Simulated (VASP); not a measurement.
BaB3: relaxation of cell and atoms with PBE

Crystal: BaB3.

```
Ba B
1.0
     3.82109    0.00000    0.00000
     0.00000    3.82109    0.00000
     0.00000    0.00000    3.82109
Ba B
1 3
Cartesian
  0.0000 0.0000 0.0000
  0.0000 1.9105 1.9105
  1.9105 0.0000 1.9105
  1.9105 1.9105 0.0000
```

- Program: VASP 6.6.1
- Task: relaxation of cell and atoms
- Functional: PBE
- Potentials or basis: VASP PAW PBE potentials, release 64 (Ba_sv, B)
- Cutoff: 600 eV
- k mesh: 4 × 4 × 4
- Occupations: gaussian, width 0.1 eV
- Spin: no spin polarisation
- Dipole correction: no
- Further INCAR settings: ALGO = Normal; EDIFF = 1e-06; IBRION = 2; EDIFFG = -0.04; NSW = 90; ISIF = 3

The relaxed volume is 17.35 Å³/atom and the relaxed cell is a = 4.109 Å, b = 4.109 Å, c = 4.109 Å, α = 90.00°, β = 90.00°, γ = 90.00°. The space group after relaxing (to 0.05 Å) is Pm-3m (No. 221), the energy gained by relaxing is 144.3 meV/atom and the ionic steps are 3. The pressure after relaxing is -0.1 GPa.

Step by step:
```tsv
step	energy change (eV)	largest force (eV/Å)	pressure (GPa)	volume (Å³)
1	0.0000	0.0000	16.56	55.79
2	-0.5751	0.0000	0.72	68.26
3	-0.5771	0.0000	-0.13	69.38
```

Final structure:
```
Ba B
1.0
     4.10910    0.00000    0.00000
     0.00000    4.10910    0.00000
     0.00000    0.00000    4.10910
Ba B
1 3
Cartesian
  0.0000 0.0000 0.0000
  0.0000 2.0545 2.0545
  2.0545 0.0000 2.0545
  2.0545 2.0545 0.0000
```

Levels at points of the mesh, in eV from the Fermi level:
```tsv
k point	band 6	band 7	band 8	band 9	band 10	band 11	band 12	band 13
(0.00, 0.00, 0.00)	-3.44	-3.44	-0.27	-0.27	-0.27	2.35	2.35	2.35
(0.50, 0.00, 0.00)	-5.25	-2.44	-1.20	-1.20	-0.64	1.86	1.86	2.34
(0.50, 0.50, 0.00)	-3.78	-3.78	-2.34	-0.06	-0.06	1.02	1.56	2.55
(0.50, 0.50, 0.50)	-5.28	-5.28	-2.92	0.43	0.43	0.43	4.79	4.79
```

Wall time 12 s on 1 thread of Intel(R) Xeon(R) 6975P-C (Granite Rapids) (shared host), peak memory 0.18 GiB.

Caveat: the k points lie up to 0.38 Å⁻¹ apart in the final cell; the volume moved by over 15 % at a fixed basis, so the end points are rough; spin-orbit coupling is left out, which moves the levels of the heavy elements.
